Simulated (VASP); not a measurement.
**Zn: relaxation of cell and atoms with r2SCAN**

Crystal: Zn.

```
Zn
1.0
     2.67090    0.00000    0.00000
    -1.33545    2.31307    0.00000
     0.00000    0.00000    2.49562
Zn
1
Direct
  0.00000 0.00000 0.00000
```

This isn't the form of Zn at room conditions, which is hcp.

```json
{
  "Program": "VASP 6.6.1",
  "Task": "relaxation of cell and atoms",
  "Functional": "r2SCAN",
  "Potentials or basis": "VASP PAW PBE potentials, release 64 (Zn)",
  "Cutoff": "550 eV",
  "k mesh": "24 × 24 × 22",
  "Occupations": "gaussian, width 0.1 eV",
  "Spin": "no spin polarisation",
  "Dipole correction": "no",
  "Further INCAR settings": "ALGO = Normal; EDIFF = 1e-07; IBRION = 2; EDIFFG = -0.01; NSW = 100; ISIF = 3"
}
```

```yaml
Relaxed_volume: 16.85 Å³/atom
Relaxed_cell: a = 2.529 Å, b = 2.529 Å, c = 3.041 Å, α = 90.00°, β = 90.00°, γ = 120.00°
Space_group_after_relaxing_to_0.1_Å: P6/mmm (No. 191)
Energy_gained_by_relaxing: 120.5 meV/atom
Ionic_steps: 12
Pressure_after_relaxing: 0.0 GPa
Band_gap_on_the_k_mesh: zero (bands 6 and 7 overlap by 7.82 eV)
```

Step by step:
```tsv
step	energy change (eV)	largest force (eV/Å)	pressure (GPa)	volume (Å³)
1	0.0000	0.0000	3.76	15.42
2	-0.0495	0.0000	-0.58	16.22
3	-0.0685	0.0000	-2.83	16.82
4	-0.0791	0.0000	-5.31	18.00
5	-0.1168	0.0000	-1.34	17.39
6	-0.1168	0.0000	-1.39	17.40
7	-0.1194	0.0000	-0.90	17.14
8	-0.1201	0.0000	-0.58	17.02
9	-0.1203	0.0000	0.13	16.76
10	-0.1205	0.0000	-0.21	16.88
11	-0.1205	0.0000	0.07	16.85
12	-0.1205	0.0000	0.02	16.85
```

Final structure:
```xyz
1
Lattice="2.5295 0.0000 0.0000 -1.2647 2.1906 0.0000 0.0000 0.0000 3.0412" Properties=species:S:1:pos:R:3 pbc="T T T"
Zn    0.0000    0.0000    0.0000
```

Levels at points of the mesh, in eV from the Fermi level:
| k point | band 4 | band 5 | band 6 | band 7 | band 8 | band 9 |
| --- | --- | --- | --- | --- | --- | --- |
| (0.00, 0.00, 0.00) | -7.95 | -7.30 | -7.30 | 6.29 | 10.76 | 22.29 |
| (0.50, 0.00, 0.00) | -7.45 | -6.95 | -2.16 | 0.17 | 13.95 | 14.09 |
| (0.00, 0.00, 0.50) | -7.38 | -7.38 | -5.58 | -3.78 | 24.67 | 25.48 |
| (0.50, 0.00, 0.50) | -7.25 | -6.95 | 0.16 | 3.73 | 3.77 | 7.07 |

It took 110 min on 1 thread of Oxide Virtual Turin-like Processor, on a shared host, peak memory 0.21 GiB.

Caveat: a cell axis changed by over 15 % at a fixed basis, so the end point is rough; the PAW data sets were made with another functional, which shifts forces and pressure a little.
